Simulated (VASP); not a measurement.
HfN:

```
CELL_PARAMETERS angstrom
3.08543 0.00000 0.00000
-1.54272 2.67206 0.00000
0.00000 0.00000 2.89086
ATOMIC_POSITIONS crystal
Hf 0.00000 0.00000 0.00000
N 0.66667 0.33333 0.50000
```

Base run:

- Program: VASP 6.6.1
- Functional: r2SCAN
- Dispersion: D3(BJ)
- Potentials or basis: VASP PAW PBE potentials, release 64 (Hf_pv, N)
- Cutoff: 520 eV
- k mesh: 12 × 12 × 12
- Occupations: gaussian, width 0.05 eV
- Spin: no spin polarisation

Its results: band gap on the k mesh zero (an odd number of electrons rules out a gap without spin polarisation); pressure -4.6 GPa.

**Question.** The run is repeated on the same cell with these changes: dispersion from D3(BJ) to none; occupations from gaussian, width 0.05 eV to gaussian, width 0.1 eV. What comes out?

**Answer.** Band gap on the k mesh zero (an odd number of electrons rules out a gap without spin polarisation); pressure -2.2 GPa.

Caveats: the PAW data sets were made with another functional, which shifts forces and pressure a little; spin-orbit coupling is left out, which moves the levels of the heavy elements; the cell stands under tension (at least some runs).
